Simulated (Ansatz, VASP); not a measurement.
**Two plane-wave programs on InP3**

```xyz
8
Lattice="3.7150 2.1448 3.1482 -3.7150 2.1448 3.1482 0.0000 -4.2897 3.1482" Properties=species:S:1:pos:R:3 pbc="T T T"
In    0.0000    0.0000    2.5810
In    0.0000    0.0000    6.8636
P     2.0563   -1.1872    5.7631
P     0.0000    2.3744    5.7631
P    -2.0563   -1.1872    5.7631
P    -2.0563    1.1872    3.6815
P     2.0563    1.1872    3.6815
P     0.0000   -2.3744    3.6815
```

Change from the starting cell: strain +0.000 along x and y, -0.040 along z, atoms carried along.

Alike in both runs: task single point; functional PBEsol; k mesh 6 × 6 × 6; occupations gaussian, width 0.15 eV; no spin polarisation.

|  | VASP | Ansatz |
| --- | --- | --- |
| version | VASP 6.6.1 | Ansatz 0.2.0 |
| potentials or method | VASP PAW PBE potentials, release 64 (In_d, P), cutoff 520 eV | scalar-relativistic, plane waves, PAW |
| valence electrons in the cell | 56 | 56 |

|  | VASP | Ansatz | Ansatz less VASP |
| --- | --- | --- | --- |
| gap on the k mesh at the Fermi level (eV) | none | none | - |
| pressure (GPa) | 3.1 | 3.1 | +0.02 |
| traceless stress, the component that is largest in VASP (GPa) | 1.62 | 1.57 | -0.044 |
| rms of the force components (eV/Å) | 0.170 | 0.181 | +0.0112 |

VASP's potentials were made for PBE, not for PBEsol. Atom by atom the forces differ by 0.012 eV/Å (rms over components). A gap of «none» marks a metal or a gap that the smearing closes. The functional is the same, so the differences come from potentials, cutoffs and numerics.
